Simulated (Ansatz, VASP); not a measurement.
## One calculation of Zn2SeS, two programs

```
CELL_PARAMETERS angstrom
3.99921 0.00000 0.00000
-1.99961 3.46342 0.00000
0.00000 0.00000 30.40672
ATOMIC_POSITIONS crystal
Zn 0.33333 0.66667 0.32514
Zn 0.66667 0.33333 0.26045
Se 0.66667 0.33333 0.35007
S 0.33333 0.66667 0.24237
```

Alike in both runs: functional PBE; k mesh 12 × 12 × 1; occupations gaussian, width 0.02 eV; no spin polarisation.

Ansatz relaxed the structure, and its values are those at the end. VASP's run is a single point on that final structure, the one shown.

```csv
,VASP,Ansatz
version,VASP 6.6.1,Ansatz 0.2.0
potentials or method,"VASP PAW PBE potentials, release 64 (Zn, Se, S), cutoff 520 eV","scalar-relativistic, plane waves, PAW"
valence electrons in the cell,36,46
```

VASP gave:

```
gap on the k mesh at the Fermi level (eV) : 1.75
least direct gap on the mesh (eV)         : 1.75
rms of the force components (eV/Å)        : 0.011
```

Q: What did Ansatz give for the same quantities?

A: gap on the k mesh at the Fermi level (eV): 1.75; least direct gap on the mesh (eV): 1.75; rms of the force components (eV/Å): 0.001.

VASP's potentials hold 36 valence electrons a cell and Ansatz's 46, so a difference there can come from the potentials and not from the codes.
